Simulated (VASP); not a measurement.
Write the native input for VASP 6.6.1 that does the following.

| Quantity | Value |
| --- | --- |
| Task | single point |
| Functional | PBE |
| Potentials or basis | VASP PAW PBE potentials, release 64 (Ba_sv, Zr_sv, O) |
| Cutoff | 520 eV |
| k mesh | 6 × 6 × 6 |
| Occupations | gaussian, width 0.05 eV |
| Spin | no spin polarisation |
| Dipole correction | no |
| Further INCAR settings | ALGO = Normal; EDIFF = 1e-06; NBANDS = 28 |

The structure of BaZrO3 lies in POSCAR:

```
BaZrO3
1.0
    4.1815000000      0.0000000000      0.0000000000
    0.0000000000      4.1815000000      0.0000000000
    0.0000000000      0.0000000000      4.1815000000
Ba Zr O
1 1 3
Direct
    0.4830896381      0.5169103619      0.5000000000
    0.0000000000      0.0000000000      0.0000000000
    0.5000000000      0.0000000000      0.0000000000
    0.0000000000      0.5000000000      0.0000000000
    0.0000000000      0.0000000000      0.5000000000
```

This cell differs from its parent crystal: all Ba atoms moved -0.100 Å, as atom 1 along Cartesian [1 -1 0].

These files were run (other wordings do the same):

INCAR

```
SYSTEM = BaZrO3
PREC     = Accurate       ! precision mode
ENCUT    = 520            ! plane-wave cutoff, eV
EDIFF    = 1E-6           ! SCF threshold, eV
ISMEAR   = 0              ! smearing method
SIGMA    = 0.05           ! smearing width, eV
LREAL    = .False.        ! projectors in reciprocal space
LASPH    = .True.         ! aspherical terms in the spheres
NELM     = 100            ! most SCF steps
ALGO     = Normal         ! electronic algorithm
ISIF     = 2              ! what is computed and relaxed
LWAVE    = .False.        ! write WAVECAR
LCHARG   = .False.        ! write CHGCAR
GGA      = PE             ! functional
NBANDS   = 28             ! bands
```

KPOINTS

```
regular mesh
0
Gamma
  6 6 6
  0 0 0
```

Potentials or basis: VASP PAW PBE potentials, release 64 (Ba_sv, Zr_sv, O).

Run with:

```bash
$ cat potpaw_PBE.64/Ba_sv/POTCAR potpaw_PBE.64/Zr_sv/POTCAR potpaw_PBE.64/O/POTCAR > POTCAR
$ mpirun -np 1 vasp_std > vasp.out
```

Results of the run:

```
Pressure               : 6.5 GPa
Largest force          : 0.417 eV/Å
Band gap on the k mesh : 3.20 eV, indirect (least direct gap 3.41 eV)
```

Caveat: the cell differs from its parent crystal (all Ba atoms moved -0.100 Å, as atom 1 along Cartesian [1 -1 0]); spin-orbit coupling is left out, which moves the levels of the heavy elements.

Wall time 53 s on 1 thread of Intel(R) Xeon(R) 6975P-C (Granite Rapids), with other jobs on the host, peak memory 0.24 GiB.
